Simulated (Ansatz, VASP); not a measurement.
## AlN in VASP and in Ansatz

INCAR

```
PREC = Accurate
ENCUT = 520
EDIFF = 1E-6
ISMEAR = 0
SIGMA = 0.01
LREAL = F
LASPH = T
NELM = 60
ALGO = Normal
ISIF = 2
LWAVE = F
LCHARG = F
GGA = PE
NBANDS = 11
```

File KPOINTS:

```
Automatic mesh
0
Gamma
  8 8 8
```

Contents of POSCAR:

```
AlN
1.0
    0.0000000000      2.0751686712      2.0751686712
    2.0751686712      0.0000000000      2.0751686712
    2.0751686712      2.0751686712      0.0000000000
Al N
1 1
Direct
    0.0000000000      0.0000000000      0.0000000000
    0.5000000000      0.5000000000      0.5000000000
```

Input for Ansatz:

```yaml
crystal:
  lattice:
    - [0.0, 2.0751686712, 2.0751686712]
    - [2.0751686712, 0.0, 2.0751686712]
    - [2.0751686712, 2.0751686712, 0.0]
  atoms:
    - { symbol: Al, position: [0.0, 0.0, 0.0] }
    - { symbol: "N", position: [0.5, 0.5, 0.5] }
kpoints:
  mp_grid: { grid: [8, 8, 8] }
hamiltonian:
  xc: pbe
scf:
  occupations: { method: fixed }
  n_extra_bands: 4
output:
  forces: true
  stress: true
  eigenvalues: true
```

Alike in both runs: task single point; functional PBE; k mesh 8 × 8 × 8; no spin polarisation.

```csv
,VASP,Ansatz
version,VASP 6.6.1,Ansatz 0.2.0
potentials or method,"VASP PAW PBE potentials, release 64 (Al, N)","plane waves, PAW"
plane-wave cutoff (eV),520,420
occupations,"gaussian, width 0.01 eV",fixed
valence electrons in the cell,8,8
```

|  | VASP | Ansatz | Ansatz less VASP |
| --- | --- | --- | --- |
| gap on the k mesh at the Fermi level (eV) | 3.87 | 3.90 | +0.020 |
| pressure (GPa) | -13.3 | -13.1 | +0.21 |
